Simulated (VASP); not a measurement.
# Al32Cu (a cell with a defect) in VASP: single point with PBE+D3(BJ)

Aim: the single point of Al32Cu (a cell with a defect) with PBE+D3(BJ).

All numbers are computed with VASP 6.6.1; they aren't measurements. Logs are shortened: lines on timing, memory, paths and dates and some standing lists are left out, and cuts for length are marked.

## 1. The cell of the first run

The cell holds a defect, 33 atoms: a = 8.100 Å, b = 8.100 Å, c = 8.100 Å, α = 90.00°, β = 90.00°, γ = 90.00°.

## 2. Single point, PBE+D3(BJ)

Input file INCAR:

```
SYSTEM = Al32Cu
  PREC = Accurate
  ENCUT = 520
  EDIFF = 1E-7
  ISMEAR = -1
  SIGMA = 0.05
  LREAL = Auto
  LASPH = .True.
  NELM = 60
  ALGO = Normal
  ISIF = 2
  LWAVE = .False.
  LCHARG = .True.
  GGA = PE
  IVDW = 12
  LELF = .True.
  LVHAR = .True.
  NBANDS = 76
```

Input file KPOINTS:

```
regular mesh
0
Gamma
  2 2 2
  0 0 0
```

Input file POSCAR:

```
Al32Cu
1.0
    8.1000000000      0.0000000000      0.0000000000
    0.0000000000      8.1000000000      0.0000000000
    0.0000000000      0.0000000000      8.1000000000
Al Cu
32 1
Direct
    0.5516227160      0.0135755556      0.0000798765
    0.7727941975      0.2728490123      0.0000948148
    0.7542465432      0.0042648148      0.2593191358
   -0.0278461728     -0.0337769136      0.0001490123
    0.2670598765      0.1333572840      0.0001992593
    0.4771271605      0.4772264198      0.0000780247
    0.6983574074      0.7363554321      0.0000598765
    0.2536908642     -0.0120192593      0.2860829630
    0.5033201235      0.2452329630      0.2547290123
    0.7468587654      0.5049625926      0.2547158025
    0.5097558025     -0.0025356790      0.5001004938
    0.7462032099      0.2535597531      0.5000849383
    0.7542802469      0.0042543210      0.7409140741
   -0.0170077778      0.6167514815      0.0002601235
    0.2778939506      0.7837288889      0.0000777778
    0.0057837037      0.2465000000      0.2527387654
    0.2442395062      0.5038158025      0.2525674074
    0.4958714815      0.7459879012      0.2593316049
   -0.0056433333      0.0162687654      0.5001459259
    0.2564667901      0.2573983951      0.5000655556
    0.5038754321      0.4967129630      0.5000941975
    0.7404796296      0.7527555556      0.5001397531
    0.2537203704     -0.0119596296      0.7141935802
    0.5032786420      0.2452333333      0.7454344444
    0.7468277778      0.5049448148      0.7454480247
   -0.0034760494      0.7622558025      0.2860337037
   -0.0063232099      0.4928998765      0.5000988889
    0.2557965432      0.7339093827      0.5001337037
    0.0057753086      0.2465277778      0.7473979012
    0.2443296296      0.5037322222      0.7475666667
    0.4958556790      0.7459281481      0.7408483951
   -0.0034449383      0.7621949383      0.7143313580
    0.1247450617      0.3748507407      0.0000003704
```

Potentials or basis: VASP PAW PBE potentials, release 64 (Al, Cu).

Launch:

```sh
> cat potpaw_PBE.64/Al/POTCAR potpaw_PBE.64/Cu/POTCAR > POTCAR
> mpirun -np 1 vasp_std > vasp.out
```

OUTCAR:

```text
SYSTEM = Al32Cu
   PREC = Accurate
   ENCUT = 520
   EDIFF = 1E-7
   ISMEAR = -1
   LREAL = Auto
   LASPH = .True.
   NELM = 60
   ISIF = 2
   GGA = PE
   IVDW = 12
 IVDW          = 12

 ion  position               nearest neighbor table
   1  0.552  0.014  0.000-   5 2.50   7 2.54  13 2.67   3 2.67   2 2.76   9 2.82  24 2.82  15 2.90
                            18 3.05  31 3.05  23 3.35   8 3.35
   2  0.773  0.273  0.000-   1 2.76  16 2.79  29 2.79  10 2.80  25 2.80   6 2.91   4 2.96  33 2.97
                             9 3.01  24 3.01  13 3.03   3 3.03  14 3.26
   3  0.754  0.004  0.259-   1 2.67  19 2.76   4 2.76  11 2.78  26 2.78  12 2.81   9 2.82  22 2.82
                            16 2.83  18 2.96   2 3.03   7 3.05
   4  0.972  0.966  0.000-   5 2.75   3 2.76  13 2.76  14 2.83  32 2.85  26 2.85  15 2.88   7 2.90
                             2 2.96  16 3.07  29 3.07   8 3.26  23 3.26
   5  0.267  0.133  0.000-  33 2.27   1 2.50   8 2.60  23 2.60   4 2.75  15 2.83   9 2.96  24 2.96
                            16 3.08  29 3.08   6 3.26
   6  0.477  0.477  0.000-   7 2.76  30 2.79  17 2.79  24 2.80   9 2.80   2 2.91  15 2.96  33 2.97
                            25 3.01  10 3.01  31 3.03  18 3.03   5 3.26
   7  0.698  0.736  0.000-  14 2.50   1 2.54  31 2.67  18 2.67   6 2.76  25 2.81  10 2.81   4 2.90
                            13 3.05   3 3.05  32 3.35  26 3.35
   8  0.254  0.988  0.286-   5 2.60  28 2.69  11 2.70  19 2.73  26 2.77  18 2.78  20 2.79  15 2.85
                            16 2.91   9 2.91   4 3.26   1 3.35
   9  0.503  0.245  0.255-  12 2.80   6 2.80   1 2.82   3 2.82  20 2.82  11 2.83  21 2.85  10 2.88
[... 34 lines left out ...]
                            17 2.91  10 2.92  15 3.25   7 3.35
  27  0.994  0.493  0.500-  26 2.79  32 2.79  12 2.79  25 2.82  10 2.82  29 2.83  16 2.83  17 2.85
                            30 2.85  20 2.86  28 2.88  22 2.94
  28  0.256  0.734  0.500-   8 2.69  23 2.69  26 2.73  32 2.73  30 2.74  17 2.74  31 2.76  18 2.76
                            21 2.78  27 2.88  11 2.96  19 3.12
  29  0.006  0.247  0.747-  33 2.49  19 2.74   2 2.79  13 2.83  27 2.83  30 2.84  20 2.85  12 2.90
                            23 2.91  25 2.96   4 3.07   5 3.08
  30  0.244  0.504  0.748-  33 2.49  28 2.74   6 2.79  31 2.83  20 2.83  29 2.84  27 2.85  21 2.91
                            32 2.91  24 2.96  15 3.07  14 3.08
  31  0.496  0.746  0.741-   7 2.67  28 2.76  15 2.76  22 2.78  23 2.78  21 2.81  25 2.82  11 2.82
                            30 2.83  13 2.96   6 3.03   1 3.05
  32  0.997  0.762  0.714-  14 2.60  19 2.69  22 2.71  28 2.73  23 2.77  13 2.78  27 2.79   4 2.85
                            30 2.91  25 2.91  15 3.25   7 3.35
  33  0.125  0.375  0.000-   5 2.27  14 2.27  29 2.49  16 2.49  30 2.49  17 2.49   2 2.97   6 2.97

  LATTYP: Found a simple cubic cell.
 ALAT       =     8.1000000000

  Lattice vectors:

 A1 = (   8.1000000000,   0.0000000000,   0.0000000000)
 A2 = (   0.0000000000,   8.1000000000,   0.0000000000)
 A3 = (   0.0000000000,   0.0000000000,   8.1000000000)

Analysis of symmetry for initial positions (statically):
=====================================================================
 Subroutine PRICEL returns:
 Original cell was already a primitive cell.

 Routine SETGRP: Setting up the symmetry group for a
 simple cubic supercell.

 Subroutine GETGRP returns: Found  1 space group operations
 (whereof  1 operations were pure point group operations)
 out of a pool of 48 trial point group operations.

The static configuration has the point symmetry C_1 .

Analysis of symmetry for dynamics (positions and initial velocities):
=====================================================================
 Subroutine PRICEL returns:
 Original cell was already a primitive cell.

 Routine SETGRP: Setting up the symmetry group for a
 simple cubic supercell.

 Subroutine GETGRP returns: Found  1 space group operations
 (whereof  1 operations were pure point group operations)
 out of a pool of 48 trial point group operations.

The dynamic configuration has the point symmetry C_1 .

 Subroutine INISYM returns: Found  1 space group operations
 (whereof  1 operations are pure point group operations),
 and found     1 'primitive' translations

----------------------------------------------------------------------------------------

                                     Primitive cell

  volume of cell :     531.4410

  direct lattice vectors                    reciprocal lattice vectors
     8.100000000  0.000000000  0.000000000     0.123456790  0.000000000  0.000000000
[... 83 lines left out ...]
 generate k-points for:    2    2    2

 Generating k-lattice:

  Cartesian coordinates                     Fractional coordinates (reciprocal lattice)
     0.061728395  0.000000000  0.000000000     0.500000000  0.000000000  0.000000000
     0.000000000  0.061728395  0.000000000     0.000000000  0.500000000  0.000000000
     0.000000000  0.000000000  0.061728395     0.000000000  0.000000000  0.500000000

  Length of vectors
     0.061728395  0.061728395  0.061728395

  Shift w.r.t. Gamma in fractional coordinates (k-lattice)
     0.000000000  0.000000000  0.000000000

 Subroutine IBZKPT returns following result:
 ===========================================

 Found      8 irreducible k-points:

 Following reciprocal coordinates:
            Coordinates               Weight
  0.000000  0.000000  0.000000      1.000000
  0.500000  0.000000  0.000000      1.000000
  0.000000  0.500000  0.000000      1.000000
  0.000000  0.000000  0.500000      1.000000
  0.500000  0.500000  0.000000      1.000000
  0.000000  0.500000  0.500000      1.000000
  0.500000  0.000000  0.500000      1.000000
  0.500000  0.500000  0.500000      1.000000
   k-points           NKPTS =      8   k-points in BZ     NKDIM =      8   number of bands    NBANDS=     76
   number of dos      NEDOS =    301   number of ions     NIONS =     33
   total plane-waves  NPLWV = 216000
   dimension x,y,z NGX =    60 NGY =   60 NGZ =   60
   dimension x,y,z NGXF=   120 NGYF=  120 NGZF=  120
   ions per type =              32   1
   NGX,Y,Z   is equivalent  to a cutoff of  12.31, 12.31, 12.31 a.u.
   NGXF,Y,Z  is equivalent  to a cutoff of  24.63, 24.63, 24.63 a.u.
 SYSTEM =  Al32Cu
   PREC   = accura    normal or accurate (medium, high low for compatibility)
   ISTART =      0    job   : 0-new  1-cont  2-samecut
   ICHARG =      2    charge: 1-file 2-atom 10-const
   ISPIN  =      1    spin polarized calculation?
   LNONCOLLINEAR =      F non collinear calculations
   LSORBIT =      F    spin-orbit coupling
   LASPH  =      T    aspherical Exc in radial PAW
   ENCUT  =  520.0 eV  38.22 Ry    6.18 a.u.  15.06 15.06 15.06*2*pi/ulx,y,z
   NELM   =     60;   NELMIN=  2; NELMDL= -5     # of ELM steps
   EDIFF  = 0.1E-06   stopping-criterion for ELM
   LREAL  =      T    real-space projection
   EDIFFG = 0.1E-05   stopping-criterion for IOM
   NSW    =      0    number of steps for IOM
   IBRION =     -1    ionic relax: 0-MD 1-quasi-New 2-CG
   NFREE  =      0    steps in history (QN), initial steepest desc. (CG)
   ISIF   =      2    stress and relaxation
   ISYM   =      2    0-nonsym 1-usesym 2-fastsym
   POTIM  = 0.5000    time-step for ionic-motion
   TEBEG  =    0.0;   TEEND  =   0.0 temperature during run
   PSTRESS=    0.0 pullay stress
   NELECT =     107.0000    total number of electrons
   NUPDOWN=      -1.0000    fix difference up-down
   EMIN   =  10.00;   EMAX   =-10.00  energy-range for DOS
   EFERMI =   0.00;   METHOD = LEGACY
   ISMEAR =    -1;   SIGMA  =   0.05  broadening in eV -4-tet -1-fermi 0-gaus
   EFERMI_NEDOS =   21; number of points for ismear=-14 and -15
   IALGO  =     38    algorithm
   IMIX   =      4    mixing-type and parameters
     AMIX     =   0.40;   BMIX     =  1.00
     AMIX_MAG =   1.60;   BMIX_MAG =  1.00
  volume/ion in A,a.u.               =      16.10       108.68
  Fermi-wavevector in a.u.,A,eV,Ry     =   0.959513  1.813218 12.526422  0.920666
  Thomas-Fermi vector in A             =   2.088716
   LORBIT       =      0    0 simple, 1 ext, 2 COOP (PROOUT), +10 PAW based schemes
   GGA     = PE    functional components
   LHFCALC =     F    Hartree Fock is set to
   AEXX    =    0.0000 exact exchange contribution
   IVDW    =    12    specifies the selected vdW correction
   LEPSILON=     F    determine dielectric tensor
   LRPA    =     F    only Hartree local field effects (RPA)
 non-spin polarized calculation
  energy-cutoff  :      520.00
  volume of cell :      531.44
 maximum number of plane-waves:     14400
   NGX = 31   NGY = 31   NGZ = 31

 number of electron     106.9999990 magnetization

 Free energy of the ion-electron system (eV)
  ---------------------------------------------------
  ext. energy  EPLUGINS =         0.00000000
  ---------------------------------------------------
  free energy    TOTEN  =      -121.83783575 eV

  energy without entropy =     -121.73858683  energy(sigma->0) =     -121.78821129

 E-fermi :   7.8456     XC(G=0): -10.2955

 val. band max:        7.8382797394   @ k =   0.0000   0.0000   0.5000
 cond. band min:       7.8556120080   @ k =   0.5000   0.5000   0.5000
 fundamental gap:      0.0173322686
 Fermi energy:         7.8456413476

 k-point     1 :       0.0000    0.0000    0.0000
  band No.  band energies     occupation
      1      -3.0883      2.00000
      2      -0.9795      2.00000
      3      -0.8846      2.00000
      4      -0.8692      2.00000
      5      -0.8384      2.00000
      6      -0.7579      2.00000
[... 533 lines left out ...]
     64      11.0586      0.00000
     65      11.2287      0.00000
 [bands above 65 left out]

------------------------ aborting loop because EDIFF is reached ----------------------------------------

 Edisp (eV)  -11.46153

 E8    (eV) :    -5.1226

  FORCE on cell =-STRESS in cart. coord.  units (eV):
  Direction    XX          YY          ZZ          XY          YZ          ZX
  --------------------------------------------------------------------------------------
  -------------------------------------------------------------------------------------
  Total       1.29520     2.64508     0.74143    -3.74418     0.00548    -0.00384
  in kB       3.90474     7.97434     2.23525   -11.28787     0.01652    -0.01159
  external pressure =        4.70 kB  Pullay stress =        0.00 kB

 VOLUME and BASIS-vectors are now :
 -----------------------------------------------------------------------------
  energy-cutoff  :      520.00
  volume of cell :      531.44
      direct lattice vectors                 reciprocal lattice vectors
     8.100000000  0.000000000  0.000000000     0.123456790  0.000000000  0.000000000
     0.000000000  8.100000000  0.000000000     0.000000000  0.123456790  0.000000000
     0.000000000  0.000000000  8.100000000     0.000000000  0.000000000  0.123456790

 POSITION                                       TOTAL-FORCE (eV/Angst)
 -----------------------------------------------------------------------------------
      4.46814      0.10996      0.00065        -0.000746     -0.003568      0.000763
      6.25963      2.21008      0.00077        -0.006233     -0.000210     -0.001334
      6.10940      0.03454      2.10048        -0.001902     -0.004137     -0.003270
      7.87445      7.82641      0.00121        -0.003315      0.007634     -0.000627
      2.16318      1.08019      0.00161         0.006679     -0.001518      0.000583
      3.86473      3.86553      0.00063         0.009870     -0.001293      0.000303
[... 25 lines left out ...]
      8.07210      6.17378      5.78608        -0.000060      0.000938      0.004001
      1.01043      3.03629      0.00000        -0.001128      0.005464      0.002475
 -----------------------------------------------------------------------------------
    total drift:                                0.001804      0.003290      0.003805

  FREE ENERGIE OF THE ION-ELECTRON SYSTEM (eV)
  ---------------------------------------------------
  free  energy   TOTEN  =      -133.2993608815 eV

  energy  without entropy=     -133.2001119549  energy(sigma->0) =     -133.24973642
```

It took 19 min on 1 thread of Intel Xeon 8259CL, shared host; peak memory 0.59 GiB.

What came out:

```
Free energy                : -133.2994 eV
Pressure                   : 0.5 GPa
Largest force              : 0.012 eV/Å
Band gap on the k mesh     : zero (an odd number of electrons rules out a gap without spin polarisation)
Dispersion energy per atom : -0.347 eV
```

Forces in eV/Å, atoms in the order of the input:
```
Al  -0.001 -0.004  0.001
Al  -0.006  0.000 -0.001
Al  -0.002 -0.004 -0.003
Al  -0.003  0.008 -0.001
Al   0.007 -0.002  0.001
Al   0.010 -0.001  0.000
Al   0.002  0.006  0.001
Al  -0.002  0.000 -0.004
Al  -0.004  0.005 -0.007
Al   0.001 -0.003 -0.003
Al   0.000  0.001  0.001
Al  -0.001 -0.001  0.000
Al  -0.002 -0.003  0.002
Al  -0.002 -0.001  0.000
Al   0.003 -0.004  0.000
Al  -0.007 -0.006  0.005
Al   0.006  0.003  0.000
Al   0.003  0.002 -0.002
Al   0.002  0.000  0.000
Al   0.004 -0.005 -0.001
Al   0.002 -0.001 -0.002
Al   0.001  0.000  0.000
Al  -0.002 -0.002  0.005
Al  -0.002  0.004  0.006
Al   0.002 -0.004  0.005
Al   0.001  0.000 -0.003
Al  -0.004  0.005  0.000
Al  -0.003  0.001 -0.001
Al  -0.009 -0.008 -0.005
Al   0.004  0.005 -0.001
Al   0.002  0.004  0.002
Al   0.000  0.001  0.004
Cu  -0.001  0.005  0.002
```

Stress tensor (GPa, compression positive):
```
 0.39 -1.13  0.00
-1.13  0.80  0.00
 0.00  0.00  0.22
```

Caveat: the k points lie up to 0.39 Å⁻¹ apart, too coarse for converged energies and pressures of a metal.
